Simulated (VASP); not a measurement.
# GaN in VASP: a series of runs

GaN is run at these levels: PBE; tasks: single point.

All numbers are computed with VASP 6.6.1; they aren't measurements. Logs are shortened: lines on timing, memory, paths and dates and some standing lists are left out, and cuts for length are marked.

**1. The cell of the first run**

The structure is tetragonal, space group I4/mmm (No. 139). The conventional cell has a = 2.818 Å, b = 2.818 Å, c = 4.025 Å, α = 90.00°, β = 90.00°, γ = 90.00°. Within 2.6 Å of Ga (site symmetry 4/mmm) lie 6 N at 1.99 to 2.01 Å. Within 2.6 Å of N (site symmetry 4/mmm) lie 6 Ga at 1.99 to 2.01 Å.

**2. Single point, PBE (zz strain of +1 %)**

The input, INCAR:

```
SYSTEM = GaN
PREC = Accurate
ENCUT = 520
EDIFF = 1E-6
ISMEAR = -1
SIGMA = 0.02
LREAL = .False.
LASPH = .True.
NELM = 60
ALGO = Normal
ISIF = 2
LWAVE = .False.
LCHARG = .False.
GGA = PE
NBANDS = 16
```

The input, KPOINTS:

```
regular mesh
0
Gamma
  13 13 13
  0 0 0
```

The input, POSCAR:

```
GaN
1.0
    0.0000000000      1.9925000000      2.0124250000
    1.9925000000      0.0000000000      2.0124250000
    1.9925000000      1.9925000000      0.0000000000
Ga N
1 1
Direct
    0.5000000000      0.5000000000      0.5000000000
    0.0000000000      0.0000000000      0.0000000000
```

Potentials or basis: VASP PAW PBE potentials, release 64 (Ga_d, N).

The run is started by

```bash
$ cat potpaw_PBE.64/Ga_d/POTCAR potpaw_PBE.64/N/POTCAR > POTCAR
$ mpirun -np 1 vasp_std > vasp.out
```

OUTCAR:

```text
SYSTEM = GaN
   PREC = Accurate
   ENCUT = 520
   EDIFF = 1E-6
   ISMEAR = -1
   LREAL = .False.
   LASPH = .True.
   NELM = 60
   ISIF = 2
   GGA = PE

 ion  position               nearest neighbor table
   1  0.500  0.500  0.500-   2 1.99   2 1.99   2 1.99   2 1.99   2 2.01   2 2.01
   2  0.000  0.000  0.000-   1 1.99   1 1.99   1 1.99   1 1.99   1 2.01   1 2.01

  LATTYP: Found a body centered tetragonal cell.
 ALAT       =     2.8178205230
 C/A-ratio  =     1.4283556980

  Lattice vectors:

 A1 = (  -1.9925000000,   0.0000000000,   2.0124250000)
 A2 = (   1.9925000000,   0.0000000000,   2.0124250000)
 A3 = (   0.0000000000,   1.9925000000,  -2.0124250000)

Analysis of symmetry for initial positions (statically):
=====================================================================
 Subroutine PRICEL returns:
 Original cell was already a primitive cell.

 Routine SETGRP: Setting up the symmetry group for a
 body centered tetragonal supercell.

 Subroutine GETGRP returns: Found 16 space group operations
 (whereof 16 operations were pure point group operations)
 out of a pool of 16 trial point group operations.

The static configuration has the point symmetry D_4h.

Analysis of symmetry for dynamics (positions and initial velocities):
=====================================================================
 Subroutine PRICEL returns:
 Original cell was already a primitive cell.

 Routine SETGRP: Setting up the symmetry group for a
 body centered tetragonal supercell.

 Subroutine GETGRP returns: Found 16 space group operations
 (whereof 16 operations were pure point group operations)
 out of a pool of 16 trial point group operations.

The dynamic configuration has the point symmetry D_4h.

 Subroutine INISYM returns: Found 16 space group operations
 (whereof 16 operations are pure point group operations),
 and found     1 'primitive' translations

----------------------------------------------------------------------------------------

                                     Primitive cell

  volume of cell :      15.9789

  direct lattice vectors                    reciprocal lattice vectors
     0.000000000  1.992500000  2.012425000    -0.250941029  0.250941029  0.248456464
     1.992500000  0.000000000  2.012425000     0.250941029 -0.250941029  0.248456464
     1.992500000  1.992500000  0.000000000     0.250941029  0.250941029 -0.248456464

  length of vectors
     2.831944673  2.831944673  2.817820523     0.433212897  0.433212897  0.433212897

  position of ions in fractional coordinates (direct lattice)
     0.500000000  0.500000000  0.500000000
     0.000000000  0.000000000  0.000000000

  ion indices of the primitive-cell ions
   primitive index   ion index
                 1           1
                 2           2

----------------------------------------------------------------------------------------

 KPOINTS: regular mesh

Automatic generation of k-mesh.
 Grid dimensions read from file:
 generate k-points for:   13   13   13

 Generating k-lattice:

  Cartesian coordinates                     Fractional coordinates (reciprocal lattice)
    -0.019303156  0.019303156  0.019112036     0.076923077 -0.000000000  0.000000000
     0.019303156 -0.019303156  0.019112036    -0.000000000  0.076923077  0.000000000
     0.019303156  0.019303156 -0.019112036     0.000000000  0.000000000  0.076923077

  Length of vectors
     0.033324069  0.033324069  0.033324069

  Shift w.r.t. Gamma in fractional coordinates (k-lattice)
     0.000000000  0.000000000  0.000000000

 Subroutine IBZKPT returns following result:
 ===========================================

 Found    196 irreducible k-points:

 Following reciprocal coordinates:
            Coordinates               Weight
  0.000000  0.000000  0.000000      1.000000
  0.076923  0.000000  0.000000      8.000000
  0.153846  0.000000  0.000000      8.000000
  0.230769  0.000000  0.000000      8.000000
  0.307692  0.000000  0.000000      8.000000
  0.384615 -0.000000  0.000000      8.000000
[... 16 lines left out ...]
  0.384615  0.153846  0.000000      8.000000
  0.461538  0.153846  0.000000      8.000000
 [... further k-points ...]
   k-points           NKPTS =    196   k-points in BZ     NKDIM =    196   number of bands    NBANDS=     16
   number of dos      NEDOS =    301   number of ions     NIONS =      2
   total plane-waves  NPLWV =  13824
   dimension x,y,z NGX =    24 NGY =   24 NGZ =   24
   dimension x,y,z NGXF=    48 NGYF=   48 NGZF=   48
   ions per type =               1   1
   NGX,Y,Z   is equivalent  to a cutoff of  14.09, 14.09, 14.16 a.u.
   NGXF,Y,Z  is equivalent  to a cutoff of  28.18, 28.18, 28.32 a.u.
 SYSTEM =  GaN
   PREC   = accura    normal or accurate (medium, high low for compatibility)
   ISTART =      0    job   : 0-new  1-cont  2-samecut
   ICHARG =      2    charge: 1-file 2-atom 10-const
   ISPIN  =      1    spin polarized calculation?
   LNONCOLLINEAR =      F non collinear calculations
   LSORBIT =      F    spin-orbit coupling
   LASPH  =      T    aspherical Exc in radial PAW
   ENCUT  =  520.0 eV  38.22 Ry    6.18 a.u.   5.27  5.27  5.24*2*pi/ulx,y,z
   NELM   =     60;   NELMIN=  2; NELMDL= -5     # of ELM steps
   EDIFF  = 0.1E-05   stopping-criterion for ELM
   LREAL  =      F    real-space projection
   EDIFFG = 0.1E-04   stopping-criterion for IOM
   NSW    =      0    number of steps for IOM
   IBRION =     -1    ionic relax: 0-MD 1-quasi-New 2-CG
   NFREE  =      0    steps in history (QN), initial steepest desc. (CG)
   ISIF   =      2    stress and relaxation
   ISYM   =      2    0-nonsym 1-usesym 2-fastsym
   POTIM  = 0.5000    time-step for ionic-motion
   TEBEG  =    0.0;   TEEND  =   0.0 temperature during run
   PSTRESS=    0.0 pullay stress
   NELECT =      18.0000    total number of electrons
   NUPDOWN=      -1.0000    fix difference up-down
   EMIN   =  10.00;   EMAX   =-10.00  energy-range for DOS
   EFERMI =   0.00;   METHOD = LEGACY
   ISMEAR =    -1;   SIGMA  =   0.02  broadening in eV -4-tet -1-fermi 0-gaus
   EFERMI_NEDOS =   21; number of points for ismear=-14 and -15
   IALGO  =     38    algorithm
   IMIX   =      4    mixing-type and parameters
     AMIX     =   0.40;   BMIX     =  1.00
     AMIX_MAG =   1.60;   BMIX_MAG =  1.00
  volume/ion in A,a.u.               =       7.99        53.92
  Fermi-wavevector in a.u.,A,eV,Ry     =   1.703401  3.218961 39.478321  2.901575
  Thomas-Fermi vector in A             =   2.782994
   LORBIT       =      0    0 simple, 1 ext, 2 COOP (PROOUT), +10 PAW based schemes
   GGA     = PE    functional components
   LHFCALC =     F    Hartree Fock is set to
   AEXX    =    0.0000 exact exchange contribution
   IVDW    =     0    specifies the selected vdW correction
   LEPSILON=     F    determine dielectric tensor
   LRPA    =     F    only Hartree local field effects (RPA)
 non-spin polarized calculation
  energy-cutoff  :      520.00
  volume of cell :       15.98
 maximum number of plane-waves:       444
 NGX is ok and might be reduce to    24
   NGX = 11   NGY = 11   NGZ = 11

 number of electron      18.0000000 magnetization

 Free energy of the ion-electron system (eV)
  ---------------------------------------------------
  ext. energy  EPLUGINS =         0.00000000
  ---------------------------------------------------
  free energy    TOTEN  =       -10.60155312 eV

  energy without entropy =      -10.60155312  energy(sigma->0) =      -10.60155312

 E-fermi :  10.6126     XC(G=0): -14.0599

 val. band max:       10.1852478258   @ k =  -0.2308   0.1538   0.0000
 cond. band min:      11.9574674752   @ k =   0.4615   0.0000   0.4615
 fundamental gap:      1.7722196494
 Fermi energy:        10.6126197484

 k-point     1 :       0.0000    0.0000    0.0000
  band No.  band energies     occupation
      1      -8.9692      2.00000
      2      -3.8380      2.00000
      3      -3.8270      2.00000
      4      -3.8270      2.00000
      5      -3.6940      2.00000
      6      -3.6762      2.00000
[... 8 lines left out ...]
     15      28.2229      0.00000
     16      28.7160      0.00000

 k-point     2 :       0.0769    0.0000    0.0000
  band No.  band energies     occupation
      1      -8.8332      2.00000
      2      -3.8421      2.00000
      3      -3.8234      2.00000
      4      -3.8171      2.00000
      5      -3.7086      2.00000
      6      -3.6928      2.00000
[... 8 lines left out ...]
     15      28.0201      0.00000
     16      28.1929      0.00000

 k-point     3 :       0.1538    0.0000    0.0000
  band No.  band energies     occupation
      1      -8.4313      2.00000
      2      -3.8706      2.00000
      3      -3.8347      2.00000
      4      -3.8234      2.00000
      5      -3.7112      2.00000
      6      -3.7043      2.00000
[... 8 lines left out ...]
     15      28.1545      0.00000
     16      28.2133      0.00000

 k-point     4 :       0.2308    0.0000    0.0000
  band No.  band energies     occupation
      1      -7.7861      2.00000
      2      -3.9178      2.00000
      3      -3.9081      2.00000
      4      -3.8970      2.00000
      5      -3.6538      2.00000
      6      -3.6536      2.00000
[... 8 lines left out ...]
     15      29.2336      0.00000
     16      29.2442      0.00000

 k-point     5 :       0.3077    0.0000    0.0000
  band No.  band energies     occupation
      1      -6.9460      2.00000
      2      -3.9994      2.00000
      3      -3.9901      2.00000
      4      -3.9847      2.00000
      5      -3.5823      2.00000
      6      -3.5779      2.00000
[... 8 lines left out ...]
     15      30.8591      0.00000
     16      30.8839      0.00000

 k-point     6 :       0.3846   -0.0000    0.0000
  band No.  band energies     occupation
      1      -6.0145      2.00000
      2      -4.0944      2.00000
      3      -4.0746      2.00000
      4      -4.0685      2.00000
      5      -3.5200      2.00000
      6      -3.5122      2.00000
[... 8 lines left out ...]
     15      32.8939      0.00000
     16      32.9422      0.00000

 k-point     7 :       0.4615    0.0000    0.0000
  band No.  band energies     occupation
      1      -5.2308      2.00000
      2      -4.2792      2.00000
      3      -4.1178      2.00000
      4      -4.1126      2.00000
      5      -3.4843      2.00000
      6      -3.4744      2.00000
[... 8 lines left out ...]
     15      35.1475      0.00000
     16      35.1861      0.00000

 k-point     8 :       0.0769    0.0769    0.0000
  band No.  band energies     occupation
      1      -8.7932      2.00000
      2      -3.8551      2.00000
      3      -3.8088      2.00000
      4      -3.8088      2.00000
      5      -3.7451      2.00000
      6      -3.6669      2.00000
[... 8 lines left out ...]
     15      29.1914      0.00000
     16      29.8673      0.00000

 k-point     9 :       0.1538    0.0769    0.0000
  band No.  band energies     occupation
      1      -8.4884      2.00000
      2      -3.8762      2.00000
      3      -3.8284      2.00000
      4      -3.7952      2.00000
      5      -3.7573      2.00000
      6      -3.6620      2.00000
[... 8 lines left out ...]
     15      29.3773      0.00000
     16      30.2437      0.00000
[... 172 lines left out ...]
 k-point    19 :      -0.0769    0.0769    0.0000
  band No.  band energies     occupation
      1      -8.6059      2.00000
      2      -3.8554      2.00000
      3      -3.8261      2.00000
      4      -3.7981      2.00000
      5      -3.7537      2.00000
      6      -3.6858      2.00000
[... 8 lines left out ...]
     15      28.2599      0.00000
     16      29.1963      0.00000

 k-point    20 :       0.1538    0.1538    0.0000
  band No.  band energies     occupation
      1      -8.2930      2.00000
      2      -3.9025      2.00000
      3      -3.8538      2.00000
      4      -3.7549      2.00000
      5      -3.7549      2.00000
      6      -3.6409      2.00000
[... 8 lines left out ...]
     15      32.3263      0.00000
     16      32.3263      0.00000

 k-point    21 :       0.2308    0.1538    0.0000
  band No.  band energies     occupation
      1      -7.8632      2.00000
      2      -3.9340      2.00000
      3      -3.9095      2.00000
      4      -3.7476      2.00000
      5      -3.6941      2.00000
      6      -3.6099      2.00000
[... 8 lines left out ...]
     15      32.2802      0.00000
     16      32.8633      0.00000

 k-point    22 :       0.3077    0.1538    0.0000
  band No.  band energies     occupation
      1      -7.2460      2.00000
      2      -3.9935      2.00000
      3      -3.9295      2.00000
      4      -3.8016      2.00000
      5      -3.5832      2.00000
      6      -3.5491      2.00000
[... 8 lines left out ...]
     15      32.2418      0.00000
     16      33.5594      0.00000

 k-point    23 :       0.3846    0.1538    0.0000
  band No.  band energies     occupation
      1      -6.5384      2.00000
      2      -4.0661      2.00000
      3      -3.9030      2.00000
      4      -3.8829      2.00000
      5      -3.4938      2.00000
      6      -3.4064      2.00000
[... 8 lines left out ...]
     15      32.4747      0.00000
     16      34.9346      0.00000

 k-point    24 :       0.4615    0.1538    0.0000
  band No.  band energies     occupation
      1      -5.9104      2.00000
      2      -4.1353      2.00000
      3      -3.9634      2.00000
      4      -3.8510      2.00000
      5      -3.4661      2.00000
      6      -3.1477      2.00000
[... 8 lines left out ...]
     15      32.8639      0.00000
     16      36.3155      0.00000

 [... further k-points ...]

------------------------ aborting loop because EDIFF is reached ----------------------------------------

  FORCE on cell =-STRESS in cart. coord.  units (eV):
  Direction    XX          YY          ZZ          XY          YZ          ZX
  --------------------------------------------------------------------------------------
  -------------------------------------------------------------------------------------
  Total        6.6958599      6.6958599      6.2085100      0.0000000     -0.0000000      0.0000000
  in kB      671.3833728    671.3833728    622.5175582      0.0000000     -0.0000000      0.0000000
  external PRESSURE =     655.0947679 kB  Pullay stress =       0.0000000 kB

 VOLUME and BASIS-vectors are now :
 -----------------------------------------------------------------------------
  energy-cutoff  :      520.00
  volume of cell :       15.98
      direct lattice vectors                 reciprocal lattice vectors
     0.000000000  1.992500000  2.012425000    -0.250941029  0.250941029  0.248456464
     1.992500000  0.000000000  2.012425000     0.250941029 -0.250941029  0.248456464
     1.992500000  1.992500000  0.000000000     0.250941029  0.250941029 -0.248456464

 POSITION                                       TOTAL-FORCE (eV/Angst)
 -----------------------------------------------------------------------------------
      1.99250      1.99250      2.01242         0.000000     -0.000000     -0.000000
      0.00000      0.00000      0.00000        -0.000000      0.000000      0.000000
 -----------------------------------------------------------------------------------
    total drift:                                0.000000     -0.000000      0.000000

  FREE ENERGIE OF THE ION-ELECTRON SYSTEM (eV)
  ---------------------------------------------------
  free  energy   TOTEN  =       -10.6015531153 eV

  energy  without entropy=      -10.6015531153  energy(sigma->0) =      -10.60155312
```

Wall time 35 s (1 thread of AMD EPYC 9R45 (Zen 5), shared host); peak memory 0.15 GiB.

Results:

```yaml
Free_energy: -10.6016 eV
Pressure: 65.5 GPa
Band_gap_on_the_k_mesh: 1.77 eV, indirect (least direct gap 5.00 eV)
```

Caveat: the cell differs from its parent crystal (zz strain of +1 %).

[end of part 1 of 2]
